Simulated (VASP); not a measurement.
A run of VASP 6.6.1 is set up as follows.

The input INCAR:

```
SYSTEM = BiB
PREC = Accurate
ENCUT = 520
EDIFF = 1E-6
ISMEAR = -1
SIGMA = 0.02
LREAL = .FALSE.
LASPH = .TRUE.
NELM = 100
ALGO = Normal
ISIF = 2
LWAVE = .FALSE.
LCHARG = .TRUE.
GGA = PE
LELF = .TRUE.
LVHAR = .TRUE.
NBANDS = 46
```

The input KPOINTS:

```
regular mesh
0
G
  12 12 2
  0 0 0
```

The input POSCAR:

```
BiB
1.0
    3.8957654409      0.0000000000      0.0000000000
   -1.9478827204      3.3738318390      0.0000000000
    0.0000000000      0.0000000000     12.7773998326
B Bi
4 4
Direct
    0.0000000000      0.0000000000      0.0006168143
    0.3333333333      0.6666666667      0.2494330440
    0.0000000000      0.0000000000      0.5006168143
    0.6666666667      0.3333333333      0.7494330440
    0.0000000000      0.0000000000      0.1871013383
    0.3333333333      0.6666666667      0.4378488034
    0.0000000000      0.0000000000      0.6871013383
    0.6666666667      0.3333333333      0.9378488034
```

Potentials or basis: VASP PAW PBE potentials, release 64 (B, Bi_d).

Command:

```bash
$ cat potpaw_PBE.64/B/POTCAR potpaw_PBE.64/Bi_d/POTCAR > POTCAR
$ mpirun -np 1 vasp_std > vasp.out
```

Q: What does it give for the pressure?

A: 0.0 GPa.

Q: Estimate the band gap on the k mesh.

A: 0.18 eV.

Caveat: spin-orbit coupling is left out, which moves the levels of the heavy elements. A k mesh can miss the band edges.
